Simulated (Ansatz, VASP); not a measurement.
# MgCd2Se3: VASP beside Ansatz

File INCAR:

```
PREC = Accurate
ENCUT = 600
EDIFF = 1E-6
ISMEAR = 0
SIGMA = 0.1
LREAL = F
LASPH = T
NELM = 100
ALGO = Normal
ISIF = 3
LWAVE = F
LCHARG = F
GGA = PE
IBRION = 2
NSW = 90
EDIFFG = -0.04
```

KPOINTS

```
regular mesh
0
Gamma
  6 6 2
```

The input POSCAR:

```
MgCd2Se3
1.0
    4.1330215600      0.0000000000      0.0000000000
   -2.0665107800      3.5793016600      0.0000000000
    0.0000000000      0.0000000000     10.1237939100
Mg Cd Se
1 2 3
Direct
    0.6666666700      0.3333333300      0.3333333300
    0.0000000000      0.0000000000      0.0000000000
    0.3333333300      0.6666666700      0.6666666700
    0.3333333300      0.6666666700      0.9166666700
    0.6666666700      0.3333333300      0.5833333300
    0.0000000000      0.0000000000      0.2500000000
```

Input for Ansatz:

```yaml
crystal:
  lattice:
    - [4.13302156, 0.0, 0.0]
    - [-2.06651078, 3.57930166, 0.0]
    - [0.0, 0.0, 10.12379391]
  atoms:
    - { symbol: Mg, position: [0.66666667, 0.33333333, 0.33333333] }
    - { symbol: Cd, position: [0.0, 0.0, 0.0] }
    - { symbol: Cd, position: [0.33333333, 0.66666667, 0.66666667] }
    - { symbol: Se, position: [0.33333333, 0.66666667, 0.91666667] }
    - { symbol: Se, position: [0.66666667, 0.33333333, 0.58333333] }
    - { symbol: Se, position: [0.0, 0.0, 0.25] }
basis:
  ecutwfc: 420
kpoints:
  mp_grid: { grid: [6, 6, 2] }
hamiltonian:
  xc: pbe
scf:
  occupations: { method: gaussian, width: 0.1 }
  lower_state_search: "off"
output:
  forces: true
  stress: true
  eigenvalues: true
relax:
  adjacent_minimum: "off"
  f_tol: 0.04
  max_steps: 70
  cell: { stress_tol: 0.4 }
```

Alike in both runs: task relaxation of cell and atoms; functional PBE; k mesh 6 × 6 × 2; occupations gaussian, width 0.1 eV; no spin polarisation.

|  | VASP | Ansatz |
| --- | --- | --- |
| version | VASP 6.6.1 | Ansatz 0.2.0 |
| potentials or method | VASP PAW PBE potentials, release 64 (Mg, Cd, Se), cutoff 600 eV | scalar-relativistic, plane waves, PAW |
| valence electrons in the cell | 44 | 98 |

|  | VASP | Ansatz | Ansatz less VASP |
| --- | --- | --- | --- |
| gap on the k mesh at the Fermi level, each at its own relaxed structure (eV) | 0.95 | 0.96 | +0.009 |
| relaxed volume (Å³/atom) | 28.84 | 28.83 | -0.012 |
| relaxed cell length with the largest relative difference (Å) | 10.615 | 10.594 | -0.0203 |

VASP's potentials hold 44 valence electrons a cell and Ansatz's 98, so a difference there can come from the potentials and not from the codes.

Noted on VASP's run: the volume moved by over 15 % at a fixed basis, so the end points are rough.
